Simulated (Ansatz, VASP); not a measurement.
## Two plane-wave programs on C

```
CELL_PARAMETERS angstrom
2.45766 0.00000 0.00000
-1.22883 2.12839 0.00000
0.00000 0.00000 3.52948
ATOMIC_POSITIONS crystal
C 0.34273 0.68546 0.00000
C 0.65727 0.31454 0.00000
```

Change from the starting cell: mode 6 frozen in at +0.040 Å, equal normal strain along x, y and z +0.0000.

Alike in both runs: task single point; functional PBEsol; dispersion D3(BJ); k mesh 21 × 21 × 12; occupations gaussian, width 0.15 eV; no spin polarisation.

|  | VASP | Ansatz |
| --- | --- | --- |
| version | VASP 6.6.1 | Ansatz 0.2.0 |
| potentials or method | VASP PAW PBE potentials, release 64 (C), cutoff 520 eV | scalar-relativistic, plane waves, PAW |
| valence electrons in the cell | 8 | 8 |

|  | VASP | Ansatz | Ansatz less VASP |
| --- | --- | --- | --- |
| gap on the k mesh at the Fermi level (eV) | none | none | - |
| pressure (GPa) | 3.7 | 3.1 | -0.65 |
| traceless stress, the component that is largest in VASP (GPa) | 11.80 | 11.26 | -0.548 |
| rms of the force components (eV/Å) | 2.796 | 2.788 | -0.0076 |

VASP's potentials were made for PBE, not for PBEsol, and Ansatz warns of the same on its side. Atom by atom the forces differ by 0.008 eV/Å (rms over components). A gap of «none» marks a metal or a gap that the smearing closes.
